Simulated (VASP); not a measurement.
# Au (Fm-3m) in VASP: notebook

The runs below take Au through single point, with PBE.

All numbers are computed with VASP 6.6.1; they aren't measurements. Logs are shortened: lines on timing, memory, paths and dates and some standing lists are left out, and cuts for length are marked.

### 1 The cell of the first run

The structure is cubic, space group Fm-3m (No. 225). The conventional cell has a = 4.029 Å, b = 4.029 Å, c = 4.029 Å, α = 90.00°, β = 90.00°, γ = 90.00°. Au (site symmetry m-3m) has 12 Au at 2.85 Å within 3.8 Å.

### 2 Single point, PBE (volume scaled by 0.91)

Contents of INCAR:

```
PREC = Accurate
ENCUT = 500
EDIFF = 1E-6
ISMEAR = 1
SIGMA = 0.2
LREAL = F
LASPH = T
NELM = 120
ALGO = Normal
ISIF = 2
LWAVE = F
LCHARG = F
GGA = PE
NBANDS = 12
GGA_COMPAT = F
```

Contents of KPOINTS:

```
Automatic mesh
0
Gamma
  18 18 18
```

Contents of POSCAR:

```
Au
1.0
    0.0000000000      2.0145214229      2.0145214229
    2.0145214229      0.0000000000      2.0145214229
    2.0145214229      2.0145214229      0.0000000000
Au
1
Direct
    0.0000000000      0.0000000000      0.0000000000
```

Potentials or basis: VASP PAW PBE potentials, release 64 (Au).

Command:

```console
> cat potpaw_PBE.64/Au/POTCAR > POTCAR
> mpirun -np 1 vasp_std > vasp.out
```

OUTCAR:

```text
PREC = Accurate
   ENCUT = 500
   EDIFF = 1E-6
   ISMEAR = 1
   LREAL = F
   LASPH = T
   NELM = 120
   ISIF = 2
   GGA = PE

 ion  position               nearest neighbor table
   1  0.000  0.000  0.000-

  LATTYP: Found a face centered cubic cell.
 ALAT       =     4.0290428458

  Lattice vectors:

 A1 = (   0.0000000000,   2.0145214229,   2.0145214229)
 A2 = (   2.0145214229,   0.0000000000,   2.0145214229)
 A3 = (   2.0145214229,   2.0145214229,   0.0000000000)

Analysis of symmetry for initial positions (statically):
=====================================================================
 Subroutine PRICEL returns:
 Original cell was already a primitive cell.

 Routine SETGRP: Setting up the symmetry group for a
 face centered cubic supercell.

 Subroutine GETGRP returns: Found 48 space group operations
 (whereof 48 operations were pure point group operations)
 out of a pool of 48 trial point group operations.

The static configuration has the point symmetry O_h .

Analysis of symmetry for dynamics (positions and initial velocities):
=====================================================================
 Subroutine PRICEL returns:
 Original cell was already a primitive cell.

 Routine SETGRP: Setting up the symmetry group for a
 face centered cubic supercell.

 Subroutine GETGRP returns: Found 48 space group operations
 (whereof 48 operations were pure point group operations)
 out of a pool of 48 trial point group operations.

The dynamic configuration has the point symmetry O_h .

 Subroutine INISYM returns: Found 48 space group operations
 (whereof 48 operations are pure point group operations),
 and found     1 'primitive' translations

----------------------------------------------------------------------------------------

                                     Primitive cell

  volume of cell :      16.3511

  direct lattice vectors                    reciprocal lattice vectors
     0.000000000  2.014521423  2.014521423    -0.248197907  0.248197907  0.248197907
     2.014521423  0.000000000  2.014521423     0.248197907 -0.248197907  0.248197907
     2.014521423  2.014521423  0.000000000     0.248197907  0.248197907 -0.248197907

  length of vectors
     2.848963518  2.848963518  2.848963518     0.429891385  0.429891385  0.429891385

  position of ions in fractional coordinates (direct lattice)
     0.000000000  0.000000000  0.000000000

  ion indices of the primitive-cell ions
   primitive index   ion index
                 1           1

----------------------------------------------------------------------------------------

 KPOINTS: Automatic mesh

Automatic generation of k-mesh.
 Grid dimensions read from file:
 generate k-points for:   18   18   18

 Generating k-lattice:

  Cartesian coordinates                     Fractional coordinates (reciprocal lattice)
    -0.013788773  0.013788773  0.013788773     0.055555556  0.000000000  0.000000000
     0.013788773 -0.013788773  0.013788773     0.000000000  0.055555556  0.000000000
     0.013788773  0.013788773 -0.013788773     0.000000000  0.000000000  0.055555556

  Length of vectors
     0.023882855  0.023882855  0.023882855

  Shift w.r.t. Gamma in fractional coordinates (k-lattice)
     0.000000000  0.000000000  0.000000000

 Subroutine IBZKPT returns following result:
 ===========================================

 Found    195 irreducible k-points:

 Following reciprocal coordinates:
            Coordinates               Weight
  0.000000  0.000000  0.000000      1.000000
  0.055556  0.000000  0.000000      8.000000
  0.111111  0.000000  0.000000      8.000000
  0.166667  0.000000  0.000000      8.000000
  0.222222  0.000000  0.000000      8.000000
  0.277778  0.000000  0.000000      8.000000
[... 16 lines left out ...]
 -0.277778  0.055556  0.000000     24.000000
 -0.222222  0.055556  0.000000     24.000000
 [... further k-points ...]
   k-points           NKPTS =    195   k-points in BZ     NKDIM =    195   number of bands    NBANDS=     12
   number of dos      NEDOS =    301   number of ions     NIONS =      1
   total plane-waves  NPLWV =  13824
   dimension x,y,z NGX =    24 NGY =   24 NGZ =   24
   dimension x,y,z NGXF=    48 NGYF=   48 NGZF=   48
   ions per type =               1
   NGX,Y,Z   is equivalent  to a cutoff of  14.00, 14.00, 14.00 a.u.
   NGXF,Y,Z  is equivalent  to a cutoff of  28.01, 28.01, 28.01 a.u.
 SYSTEM =  unknown system
   PREC   = accura    normal or accurate (medium, high low for compatibility)
   ISTART =      0    job   : 0-new  1-cont  2-samecut
   ICHARG =      2    charge: 1-file 2-atom 10-const
   ISPIN  =      1    spin polarized calculation?
   LNONCOLLINEAR =      F non collinear calculations
   LSORBIT =      F    spin-orbit coupling
   LASPH  =      T    aspherical Exc in radial PAW
   ENCUT  =  500.0 eV  36.75 Ry    6.06 a.u.   5.19  5.19  5.19*2*pi/ulx,y,z
   NELM   =    120;   NELMIN=  2; NELMDL= -5     # of ELM steps
   EDIFF  = 0.1E-05   stopping-criterion for ELM
   LREAL  =      F    real-space projection
   EDIFFG = 0.1E-04   stopping-criterion for IOM
   NSW    =      0    number of steps for IOM
   IBRION =     -1    ionic relax: 0-MD 1-quasi-New 2-CG
   NFREE  =      0    steps in history (QN), initial steepest desc. (CG)
   ISIF   =      2    stress and relaxation
   ISYM   =      2    0-nonsym 1-usesym 2-fastsym
   POTIM  = 0.5000    time-step for ionic-motion
   TEBEG  =    0.0;   TEEND  =   0.0 temperature during run
   PSTRESS=    0.0 pullay stress
   NELECT =      11.0000    total number of electrons
   NUPDOWN=      -1.0000    fix difference up-down
   EMIN   =  10.00;   EMAX   =-10.00  energy-range for DOS
   EFERMI =   0.00;   METHOD = LEGACY
   ISMEAR =     1;   SIGMA  =   0.20  broadening in eV -4-tet -1-fermi 0-gaus
   EFERMI_NEDOS =   21; number of points for ismear=-14 and -15
   IALGO  =     38    algorithm
   IMIX   =      4    mixing-type and parameters
     AMIX     =   0.40;   BMIX     =  1.00
     AMIX_MAG =   1.60;   BMIX_MAG =  1.00
  volume/ion in A,a.u.               =      16.35       110.34
  Fermi-wavevector in a.u.,A,eV,Ry     =   1.434467  2.710749 27.996640  2.057695
  Thomas-Fermi vector in A             =   2.553872
   LORBIT       =      0    0 simple, 1 ext, 2 COOP (PROOUT), +10 PAW based schemes
   GGA     = PE    functional components
   LHFCALC =     F    Hartree Fock is set to
   AEXX    =    0.0000 exact exchange contribution
   IVDW    =     0    specifies the selected vdW correction
   LEPSILON=     F    determine dielectric tensor
   LRPA    =     F    only Hartree local field effects (RPA)
 non-spin polarized calculation
 Methfessel and Paxton  Order N= 1 SIGMA  =   0.20
  energy-cutoff  :      500.00
  volume of cell :       16.35
 maximum number of plane-waves:       432
 NGX is ok and might be reduce to    24
   NGX = 11   NGY = 11   NGZ = 11

 number of electron      10.9999999 magnetization

 Free energy of the ion-electron system (eV)
  ---------------------------------------------------
  ext. energy  EPLUGINS =         0.00000000
  ---------------------------------------------------
  free energy    TOTEN  =        -3.14346474 eV

  energy without entropy =       -3.14351662  energy(sigma->0) =       -3.14348204

 E-fermi :  10.1814     XC(G=0): -12.9659

 val. band max:       10.1682119370   @ k =   0.5000   0.1667   0.0556
 cond. band min:      10.2004931432   @ k =   0.5000   0.2778   0.1111
 fundamental gap:      0.0322812062
 Fermi energy:        10.1813705610

 k-point     1 :       0.0000    0.0000    0.0000
  band No.  band energies     occupation
      1      -0.1213      2.00000
      2       5.2616      2.00000
      3       5.2616      2.00000
      4       5.2616      2.00000
      5       6.8910      2.00000
      6       6.8910      2.00000
      7      24.6368      0.00000
      8      28.8771      0.00000
      9      28.8771      0.00000
     10      28.8771      0.00000
     11      33.9161      0.00000
     12      39.0383      0.00000

 k-point     2 :       0.0556    0.0000    0.0000
  band No.  band energies     occupation
      1      -0.0091      2.00000
      2       5.2226      2.00000
      3       5.3015      2.00000
      4       5.3015      2.00000
      5       6.8720      2.00000
      6       6.8720      2.00000
      7      24.7791      0.00000
      8      28.1666      0.00000
      9      29.0200      0.00000
     10      29.0200      0.00000
     11      34.5676      0.00000
     12      37.6110      0.00000

 k-point     3 :       0.1111    0.0000    0.0000
  band No.  band energies     occupation
      1       0.3182      2.00000
      2       5.1237      2.00000
      3       5.4059      2.00000
      4       5.4059      2.00000
      5       6.8331      2.00000
      6       6.8331      2.00000
      7      25.1269      0.00000
      8      26.6829      0.00000
      9      29.4280      0.00000
     10      29.4280      0.00000
     11      34.5138      0.00000
     12      36.9459      0.00000
[... 286 lines left out ...]
 k-point    23 :      -0.2778    0.0556    0.0000
  band No.  band energies     occupation
      1       2.2361      2.00000
      2       5.2930      2.00000
      3       5.5282      2.00000
      4       5.5461      2.00000
      5       7.0871      2.00000
      6       7.6583      2.00000
      7      19.8527      0.00000
      8      25.4532      0.00000
      9      28.5556      0.00000
     10      31.2737      0.00000
     11      32.0625      0.00000
     12      33.6570      0.00000

 k-point    24 :      -0.2222    0.0556    0.0000
  band No.  band energies     occupation
      1       1.7351      2.00000
      2       4.9672      2.00000
      3       5.5846      2.00000
      4       5.6262      2.00000
      5       6.7832      2.00000
      6       7.3029      2.00000
      7      22.0463      0.00000
      8      25.8682      0.00000
      9      29.1558      0.00000
     10      31.2748      0.00000
     11      32.0850      0.00000
     12      33.4823      0.00000

 [... further k-points ...]

------------------------ aborting loop because EDIFF is reached ----------------------------------------

  FORCE on cell =-STRESS in cart. coord.  units (eV):
  Direction    XX          YY          ZZ          XY          YZ          ZX
  --------------------------------------------------------------------------------------
  -------------------------------------------------------------------------------------
  Total        1.7566960      1.7566960      1.7566960      0.0000000      0.0000000     -0.0000000
  in kB      172.1319625    172.1319625    172.1319625      0.0000000      0.0000000     -0.0000000
  external PRESSURE =     172.1319625 kB  Pullay stress =       0.0000000 kB

 VOLUME and BASIS-vectors are now :
 -----------------------------------------------------------------------------
  energy-cutoff  :      500.00
  volume of cell :       16.35
      direct lattice vectors                 reciprocal lattice vectors
     0.000000000  2.014521423  2.014521423    -0.248197907  0.248197907  0.248197907
     2.014521423  0.000000000  2.014521423     0.248197907 -0.248197907  0.248197907
     2.014521423  2.014521423  0.000000000     0.248197907  0.248197907 -0.248197907

 POSITION                                       TOTAL-FORCE (eV/Angst)
 -----------------------------------------------------------------------------------
      0.00000      0.00000      0.00000         0.000000      0.000000      0.000000
 -----------------------------------------------------------------------------------
    total drift:                               -0.000000     -0.000000     -0.000000

  FREE ENERGIE OF THE ION-ELECTRON SYSTEM (eV)
  ---------------------------------------------------
  free  energy   TOTEN  =        -3.1434647419 eV

  energy  without entropy=       -3.1435166236  energy(sigma->0) =       -3.14348204
```

It took 18 s on 1 thread of AMD EPYC 9R45 (Zen 5), shared host; peak memory 0.14 GiB.

What came out:

| Property | Result |
| --- | --- |
| Free energy | -3.1435 eV |
| Pressure | 17.2 GPa |

Caveat: spin-orbit coupling is left out, which moves the levels of the heavy elements.

### 3 Single point, PBE (volume scaled by 0.94)

Contents of INCAR:

```
SYSTEM = Au
ALGO = Normal
EDIFF = 1E-6
ENCUT = 500
GGA = PE
GGA_COMPAT = .FALSE.
ISIF = 2
ISMEAR = 1
LASPH = .TRUE.
LCHARG = .TRUE.
LELF = .TRUE.
LREAL = .FALSE.
LVHAR = .TRUE.
LWAVE = .FALSE.
NBANDS = 12
NELM = 120
PREC = Accurate
SIGMA = 0.2
```

Contents of KPOINTS:

```
k-points
0
G
  18 18 18
  0 0 0
```

Contents of POSCAR:

```
Au
1.0
    0.0000000000      2.0364201105      2.0364201105
    2.0364201105      0.0000000000      2.0364201105
    2.0364201105      2.0364201105      0.0000000000
Au
1
Direct
    0.0000000000      0.0000000000      0.0000000000
```

Potentials or basis: VASP PAW PBE potentials, release 64 (Au).

Command:

```console
> cat potpaw_PBE.64/Au/POTCAR > POTCAR
> mpirun -np 1 vasp_std > vasp.out
```

OUTCAR:

```text
SYSTEM = Au
   EDIFF = 1E-6
   ENCUT = 500
   GGA = PE
   ISIF = 2
   ISMEAR = 1
   LASPH = .TRUE.
   LREAL = .FALSE.
   NELM = 120
   PREC = Accurate

 ion  position               nearest neighbor table
   1  0.000  0.000  0.000-

  LATTYP: Found a face centered cubic cell.
 ALAT       =     4.0728402210

  Lattice vectors:

 A1 = (   0.0000000000,   2.0364201105,   2.0364201105)
 A2 = (   2.0364201105,   0.0000000000,   2.0364201105)
 A3 = (   2.0364201105,   2.0364201105,   0.0000000000)

Analysis of symmetry for initial positions (statically):
=====================================================================
 Subroutine PRICEL returns:
 Original cell was already a primitive cell.

 Routine SETGRP: Setting up the symmetry group for a
 face centered cubic supercell.

 Subroutine GETGRP returns: Found 48 space group operations
 (whereof 48 operations were pure point group operations)
 out of a pool of 48 trial point group operations.

The static configuration has the point symmetry O_h .

[... 167 lines left out ...]
  band No.  band energies     occupation
      1      -0.3263      2.00000
      2       4.8857      2.00000
      3       4.8857      2.00000
      4       4.8857      2.00000
      5       6.4246      2.00000
      6       6.4246      2.00000
      7      24.1339      0.00000
      8      28.1862      0.00000
      9      28.1862      0.00000
     10      28.1862      0.00000
     11      33.1182      0.00000
     12      37.8598      0.00000
[... 331 lines left out ...]
 k-point    24 :      -0.2222    0.0556    0.0000
  band No.  band energies     occupation
      1       1.4825      2.00000
      2       4.6144      2.00000
      3       5.1943      2.00000
      4       5.2326      2.00000
      5       6.3274      2.00000
      6       6.8175      2.00000
      7      21.2740      0.00000
      8      25.2528      0.00000
      9      28.2648      0.00000
     10      30.4989      0.00000
     11      31.1547      0.00000
     12      32.5728      0.00000

 [... further k-points ...]

------------------------ aborting loop because EDIFF is reached ----------------------------------------

  FORCE on cell =-STRESS in cart. coord.  units (eV):
  Direction    XX          YY          ZZ          XY          YZ          ZX
  --------------------------------------------------------------------------------------
  -------------------------------------------------------------------------------------
  Total        1.0752216      1.0752216      1.0752216      0.0000000      0.0000000      0.0000000
  in kB      101.9944262    101.9944262    101.9944262      0.0000000      0.0000000      0.0000000
  external PRESSURE =     101.9944262 kB  Pullay stress =       0.0000000 kB

 VOLUME and BASIS-vectors are now :
 -----------------------------------------------------------------------------
  energy-cutoff  :      500.00
  volume of cell :       16.89
      direct lattice vectors                 reciprocal lattice vectors
     0.000000000  2.036420110  2.036420110    -0.245528905  0.245528905  0.245528905
     2.036420110  0.000000000  2.036420110     0.245528905 -0.245528905  0.245528905
     2.036420110  2.036420110  0.000000000     0.245528905  0.245528905 -0.245528905

 POSITION                                       TOTAL-FORCE (eV/Angst)
 -----------------------------------------------------------------------------------
      0.00000      0.00000      0.00000        -0.000000      0.000000     -0.000000
 -----------------------------------------------------------------------------------
    total drift:                               -0.000000     -0.000000     -0.000000

  FREE ENERGIE OF THE ION-ELECTRON SYSTEM (eV)
  ---------------------------------------------------
  free  energy   TOTEN  =        -3.1896280518 eV

  energy  without entropy=       -3.1899374449  energy(sigma->0) =       -3.18973118
```

Run time: 19 s. Hardware: 1 thread of AMD EPYC 9R45 (Zen 5), shared host; peak memory 0.14 GiB.

What came out:

- Free energy: -3.1896 eV
- Pressure: 10.2 GPa

Caveat: spin-orbit coupling is left out, which moves the levels of the heavy elements.

(Continued in part 2 of 2.)
